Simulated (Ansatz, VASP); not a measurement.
Si9Ge7: VASP beside Ansatz

File INCAR:

```
SYSTEM = Si9Ge7
PREC = Accurate ; ENCUT = 520
EDIFF = 1E-6 ; ISMEAR = 0
SIGMA = 0.1 ; LREAL = Auto
LASPH = .True. ; NELM = 100
ALGO = Normal ; ISIF = 2
LWAVE = .False. ; LCHARG = .True.
GGA = PS ; LELF = .True.
LVHAR = .True. ; NBANDS = 81
```

Contents of KPOINTS:

```
Automatic mesh
0
Gamma
  4 3 3
  0 0 0
```

File POSCAR:

```
Si9Ge7
1.0
    0.0000000000      0.0000000000     -6.4138769800
   -3.8852182700     -6.7293954500      0.0000000000
   -3.8852182800      6.7293954500      0.0000000000
Si Ge
9 7
Direct
    0.9370987500      0.1666666600      0.8333333300
    0.9370987500      0.1666666600      0.3333333300
    0.9370987500      0.6666666600      0.8333333300
    0.9370987500      0.6666666600      0.3333333300
    0.4370987500      0.8333333400      0.1666666700
    0.4370987500      0.8333333400      0.6666666700
    0.5629012500      0.6666666600      0.3333333300
    0.0629012500      0.8333333400      0.1666666700
    0.0629012500      0.8333333400      0.6666666700
    0.4370987500      0.3333333400      0.1666666700
    0.4370987500      0.3333333400      0.6666666700
    0.5629012500      0.1666666600      0.8333333300
    0.5629012500      0.1666666600      0.3333333300
    0.5629012500      0.6666666600      0.8333333300
    0.0629012500      0.3333333400      0.1666666700
    0.0629012500      0.3333333400      0.6666666700
```

Input for Ansatz:

```yaml
crystal:
  lattice:
    - [0.0, 0.0, -6.41387698]
    - [-3.88521827, -6.72939545, 0.0]
    - [-3.88521828, 6.72939545, 0.0]
  atoms:
    - { symbol: Si, position: [0.93709875, 0.16666666, 0.83333333] }
    - { symbol: Si, position: [0.93709875, 0.16666666, 0.33333333] }
    - { symbol: Si, position: [0.93709875, 0.66666666, 0.83333333] }
    - { symbol: Si, position: [0.93709875, 0.66666666, 0.33333333] }
    - { symbol: Ge, position: [0.43709875, 0.33333334, 0.16666667] }
    - { symbol: Ge, position: [0.43709875, 0.33333334, 0.66666667] }
    - { symbol: Si, position: [0.43709875, 0.83333334, 0.16666667] }
    - { symbol: Si, position: [0.43709875, 0.83333334, 0.66666667] }
    - { symbol: Ge, position: [0.56290125, 0.16666666, 0.83333333] }
    - { symbol: Ge, position: [0.56290125, 0.16666666, 0.33333333] }
    - { symbol: Ge, position: [0.56290125, 0.66666666, 0.83333333] }
    - { symbol: Si, position: [0.56290125, 0.66666666, 0.33333333] }
    - { symbol: Ge, position: [0.06290125, 0.33333334, 0.16666667] }
    - { symbol: Ge, position: [0.06290125, 0.33333334, 0.66666667] }
    - { symbol: Si, position: [0.06290125, 0.83333334, 0.16666667] }
    - { symbol: Si, position: [0.06290125, 0.83333334, 0.66666667] }
basis:
  ecutwfc: 420
kpoints:
  mp_grid: { grid: [4, 3, 3] }
hamiltonian:
  xc: pbesol
scf:
  occupations: { method: gaussian, width: 0.1 }
output:
  forces: true
  stress: true
  eigenvalues: true
```

Alike in both runs: task single point; functional PBEsol; k mesh 4 × 3 × 3; occupations gaussian, width 0.1 eV; no spin polarisation.

|  | VASP | Ansatz |
| --- | --- | --- |
| version | VASP 6.6.1 | Ansatz 0.2.0 |
| potentials or method | VASP PAW PBE potentials, release 64 (Si, Ge_d), cutoff 520 eV | scalar-relativistic, plane waves, PAW |
| valence electrons in the cell | 134 | 134 |

```csv
,VASP,Ansatz,Ansatz less VASP
gap on the k mesh at the Fermi level (eV),0.21,0.21,+0.001
least direct gap on the mesh (eV),0.21,0.21,+0.001
pressure (GPa),0.6,0.7,+0.02
rms of the force components (eV/Å),0.230,0.233,+0.0030
```

VASP's potentials were made for PBE, not for PBEsol.
